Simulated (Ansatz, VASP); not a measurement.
## Ag3B in VASP and in Ansatz

```xyz
4
Lattice="3.9528 0.0000 0.0000 0.0000 3.9528 0.0000 0.0000 0.0000 3.9528" Properties=species:S:1:pos:R:3 pbc="T T T"
Ag    1.9764    1.9764    0.0000
Ag    1.9764    0.0000    1.9764
Ag    0.0000    1.9764    1.9764
B     0.0000    0.0000    0.0000
```

Change from the starting cell: species swapped into the VIr3 type (Pm-3m, No. 221).

Alike in both runs: task relaxation of cell and atoms; functional PBE; k mesh 12 × 12 × 12; occupations gaussian, width 0.1 eV; no spin polarisation.

```csv
,VASP,Ansatz
version,VASP 6.6.1,Ansatz 0.2.0
potentials or method,"VASP PAW PBE potentials, release 64 (Ag, B), cutoff 600 eV","scalar-relativistic, plane waves, PAW"
valence electrons in the cell,36,60
```

```csv
,VASP,Ansatz,Ansatz less VASP
"gap on the k mesh at the Fermi level, each at its own relaxed structure (eV)",none,none,-
relaxed volume (Å³/atom),15.40,15.44,+0.039
relaxed cell length with the largest relative difference (Å),3.950,3.953,+0.0033
```

A gap of «none» marks a metal or a gap that the smearing closes. VASP's potentials hold 36 valence electrons a cell and Ansatz's 60, so a difference there can come from the potentials and not from the codes.
